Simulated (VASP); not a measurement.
Wanted: the native input for a VASP 6.6.1 run.

```
Task                               : single point
Functional                         : r2SCAN50
Potentials or basis                : VASP PAW PBE potentials, release 64 (Cd, Se)
Cutoff                             : 520 eV
k mesh                             : 4 × 4 × 4
Occupations                        : fermi-dirac, width 0.05 eV
Spin                               : no spin polarisation
Dipole correction                  : no
Grid for exact exchange (PRECFOCK) : Normal
Further INCAR settings             : ALGO = Normal; EDIFF = 1e-06; NBANDS = 16
Share of exact exchange            : 0.5
```

Crystal: CdSe.

```
Cd Se
1.0
     0.00000    3.07027    3.07027
     3.07027    0.00000    3.07027
     3.07027    3.07027    0.00000
Cd Se
1 1
Cartesian
  0.0000 0.0000 0.0000
  1.5351 1.5351 1.5351
```

The input as run:

POSCAR

```
CdSe
1.0
    0.0000000000      3.0702711986      3.0702711986
    3.0702711986      0.0000000000      3.0702711986
    3.0702711986      3.0702711986      0.0000000000
Cd Se
1 1
Direct
    0.0000000000      0.0000000000      0.0000000000
    0.2500000000      0.2500000000      0.2500000000
```

INCAR.step1

```
PREC = Accurate
ENCUT = 520
EDIFF = 1E-5
ISMEAR = -1
SIGMA = 0.05
LREAL = False
LASPH = True
NELM = 60
ALGO = Normal
ISIF = 2
LWAVE = True
LCHARG = False
GGA = PE
NBANDS = 16
```

INCAR.step2

```
PREC = Accurate
ENCUT = 520
EDIFF = 1E-6
ISMEAR = -1
SIGMA = 0.05
LREAL = False
LASPH = True
NELM = 60
ALGO = Normal
ISIF = 2
LWAVE = False
LCHARG = False
METAGGA = R2SCAN
LHFCALC = True
AEXX = 0.5
LMIXTAU = True
PRECFOCK = Normal
ISTART = 1
NBANDS = 16
```

KPOINTS

```
Automatic mesh
0
Gamma
  4 4 4
```

Potentials or basis: VASP PAW PBE potentials, release 64 (Cd, Se).

Run with:

```console
$ cat potpaw_PBE.64/Cd/POTCAR potpaw_PBE.64/Se/POTCAR > POTCAR
$ cp INCAR.step1 INCAR
$ mpirun -np 1 vasp_std > vasp.out
$ cp INCAR.step2 INCAR
$ mpirun -np 1 vasp_std > vasp.out
```

It gave:

```
Pressure               : -1.3 GPa
Band gap on the k mesh : 3.97 eV
```

Caveat: the k points lie up to 0.44 Å⁻¹ apart; the PAW data sets were made with another functional, which shifts forces and pressure a little.

Wall time 11 min on 1 thread of AMD EPYC 9R45 96-Core Processor (Zen 5), on a shared host, peak memory 0.17 GiB.
